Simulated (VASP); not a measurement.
H3W12C13: single point with PBE

System: H3W12C13, a slab with vacuum.

```xyz
28
Lattice="5.8108 0.0000 0.0000 -2.9054 5.0323 0.0000 0.0000 0.0000 19.1004" Properties=species:S:1:pos:R:3 pbc="T T T"
W     0.0000    0.0000    1.0000
W     0.0033    0.0042    3.8462
W    -0.0234   -0.0047    6.7198
W    -1.4527    2.5162    1.0000
W    -1.4519    2.5227    3.8561
W    -1.4767    2.5167    6.7677
W     2.9054    0.0000    1.0000
W     2.9110    0.0014    3.8472
W     2.9266   -0.0074    6.7222
W     1.4527    2.5162    1.0000
W     1.4528    2.5157    3.8420
W     1.4318    2.4669    6.6739
C     1.4527    0.8387    2.4201
C     1.4664    0.8366    5.2198
C     1.4780    0.7778    7.9427
C     0.0000    3.3549    2.4201
C    -0.0049    3.3466    5.2497
C     0.3184    3.5137    8.2863
C     4.3581    0.8387    2.4201
C     4.3454    0.8706    5.2496
C     4.3802    0.8197    7.8566
C     2.9054    3.3549    2.4201
C     2.9026    3.3386    5.2382
C     2.7797    3.3883    8.0109
C     1.6160    3.0951    8.7990
H     1.3871    0.6437    9.0193
H     1.6652    2.4911    9.7063
H    -0.5267    3.1718    8.9202
```

```yaml
Program: VASP 6.6.1
Task: single point
Functional: PBE
Potentials_or_basis: VASP PAW PBE potentials, release 64 (W_sv, C, H)
Cutoff: 520 eV
k_mesh: 3 × 3 × 1
Occupations: gaussian, width 0.05 eV
Spin: no spin polarisation
Dipole_correction: no
Further_INCAR_settings: LREAL = Auto; ALGO = Normal; EDIFF = 1e-06; NBANDS = 132
```

The largest force is 0.932 eV/Å and the band gap on the k mesh is zero (an odd number of electrons rules out a gap without spin polarisation).

Forces in eV/Å, atoms in the order of the input:
```
W   -0.023 -0.017  0.856
W   -0.001 -0.002 -0.005
W    0.017 -0.015 -0.023
W    0.000  0.009  0.932
W   -0.001 -0.001 -0.006
W    0.007  0.029  0.002
W    0.013 -0.008  0.830
W    0.000 -0.002 -0.003
W   -0.019 -0.018 -0.005
W   -0.021  0.001  0.761
W    0.000  0.003 -0.002
W   -0.015 -0.011 -0.033
C    0.004 -0.070 -0.874
C    0.004 -0.001  0.015
C    0.004  0.003  0.043
C   -0.075  0.005 -0.925
C   -0.003 -0.001 -0.003
C   -0.038  0.022  0.016
C    0.026  0.025 -0.893
C    0.000  0.003  0.004
C    0.001 -0.006  0.093
C    0.071  0.056 -0.903
C    0.002  0.000  0.004
C    0.047  0.015  0.034
C    0.018 -0.013  0.055
H   -0.002 -0.002  0.014
H   -0.002 -0.001  0.008
H   -0.015 -0.002  0.009
```

Levels at points of the mesh, in eV from the Fermi level:
| k point | band 110 | band 111 | band 112 | band 113 | band 114 | band 115 |
| --- | --- | --- | --- | --- | --- | --- |
| (0.00, 0.00, 0.00) | 0.51 | 0.66 | 0.67 | 0.68 | 0.99 | 1.05 |

Wall time 28 min on 1 thread of Intel(R) Xeon(R) Platinum 8488C (Sapphire Rapids), on a shared host, peak memory 0.79 GiB.

Caveat: the k points lie up to 0.42 Å⁻¹ apart, too coarse for converged energies and pressures of a metal; spin-orbit coupling is left out, which moves the levels of the heavy elements.
